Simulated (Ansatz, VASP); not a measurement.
One calculation of InSe, two programs

Contents of INCAR:

```
PREC = Accurate ; ENCUT = 520
EDIFF = 1E-6 ; ISMEAR = 0
SIGMA = 0.02 ; LREAL = False
LASPH = True ; NELM = 80
ALGO = Normal ; ISIF = 2
LWAVE = False ; LCHARG = False
LDIPOL = True ; IDIPOL = 3
DIPOL = 0.5 0.5 0.500 ; GGA = PE
IVDW = 12 ; NBANDS = 27
```

KPOINTS

```
regular mesh
0
Gamma
  9 9 1
```

Contents of POSCAR:

```
InSe
1.0
    4.1610000000      0.0000000000      0.0000000000
   -2.0805000000      3.6035317051      0.0000000000
    0.0000000000      0.0000000000     36.7211901288
Se In
2 2
Direct
    0.0000000000      0.0000000000      0.4266497246
    0.0000000000      0.0000000000      0.5733225307
    0.6666666667      0.3333333333      0.4619327665
    0.6666666667      0.3333333333      0.5380395423
```

Input for Ansatz:

```yaml
crystal:
  lattice:
    - [4.161, 0.0, 0.0]
    - [-2.0805, 3.6035317051, 0.0]
    - [0.0, 0.0, 36.7211901288]
  atoms:
    - { symbol: Se, position: [0.0, 0.0, 0.4266497246] }
    - { symbol: In, position: [0.6666666667, 0.3333333333, 0.4619327665] }
    - { symbol: In, position: [0.6666666667, 0.3333333333, 0.5380395423] }
    - { symbol: Se, position: [0.0, 0.0, 0.5733225307] }
  periodic: [true, true, false]
basis:
  ecutwfc: 420
kpoints:
  mp_grid: { grid: [9, 9, 1] }
hamiltonian:
  xc: pbe
  dispersion: d3bj
scf:
  occupations: { method: gaussian, width: 0.02 }
output:
  forces: true
  stress: true
  eigenvalues: true
```

Alike in both runs: task single point; functional PBE; dispersion D3(BJ); k mesh 9 × 9 × 1; occupations gaussian, width 0.02 eV; no spin polarisation.

```csv
,VASP,Ansatz
version,VASP 6.6.1,Ansatz 0.2.0
potentials or method,"VASP PAW PBE potentials, release 64 (Se, In_d), cutoff 520 eV","scalar-relativistic, plane waves, PAW"
valence electrons in the cell,38,58
```

```csv
,VASP,Ansatz,Ansatz less VASP
gap on the k mesh at the Fermi level (eV),1.25,1.27,+0.011
least direct gap on the mesh (eV),1.31,1.32,+0.009
rms of the force components (eV/Å),0.243,0.250,+0.0066
```

VASP's potentials hold 38 valence electrons a cell and Ansatz's 58, so a difference there can come from the potentials and not from the codes.
